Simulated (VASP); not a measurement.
The system is Cd3Ga2O.

```
CELL_PARAMETERS angstrom
4.82519 0.00000 0.00000
-2.41260 4.17874 0.00000
0.00000 0.00000 5.61620
ATOMIC_POSITIONS crystal
Cd 0.00000 0.00000 0.50000
Cd 0.33333 0.66667 0.00000
Cd 0.33333 0.66667 0.50000
Ga 0.66667 0.33333 0.23691
Ga 0.66667 0.33333 0.76309
O 0.00000 0.00000 0.00000
```

The cell was built from a structure type or drawn by symmetry, and may not be a known phase.

```yaml
Program: VASP 6.6.1
Task: relaxation of cell and atoms
Functional: PBE
Potentials_or_basis: VASP PAW PBE potentials, release 64 (Cd, Ga_d, O)
Cutoff: 600 eV
k_mesh: 6 × 6 × 4
Occupations: gaussian, width 0.1 eV
Spin: no spin polarisation
```

At the start: pressure 1.1 GPa; volume 18.87 Å³/atom.

Problem. Where does the relaxation end?

Solution. Over 8 steps the energy falls by 7.1 meV/atom and the volume is 19.25 Å³/atom (+2.0 %); space group P-6m2 (No. 187, to 0.1 Å) before and after.

Step by step:
```csv
step,energy change (eV),largest force (eV/Å),pressure (GPa),volume (Å³)
1,0.0000,0.0128,1.12,113.24
2,-0.0193,0.0333,0.08,115.41
3,-0.0231,0.0610,-0.69,117.21
4,-0.0337,0.0762,-0.52,116.77
5,-0.0413,0.0847,-0.13,116.03
6,-0.0414,0.0846,-0.08,115.96
7,-0.0423,0.0457,0.03,115.71
8,-0.0425,0.0121,0.12,115.50
```

Final structure:
```yaml
crystal:
  lattice:
    - [4.75476, 0.00000, 0.00000]
    - [-2.37738, 4.11775, 0.00000]
    - [0.00000, 0.00000, 5.89946]
  atoms:
    - { symbol: Cd, position: [0.00000, 0.00000, 0.50000] }
    - { symbol: Cd, position: [0.33333, 0.66667, 0.00000] }
    - { symbol: Cd, position: [0.33333, 0.66667, 0.50000] }
    - { symbol: Ga, position: [0.66667, 0.33333, 0.23368] }
    - { symbol: Ga, position: [0.66667, 0.33333, 0.76632] }
    - { symbol: O, position: [0.00000, 0.00000, 0.00000] }
```
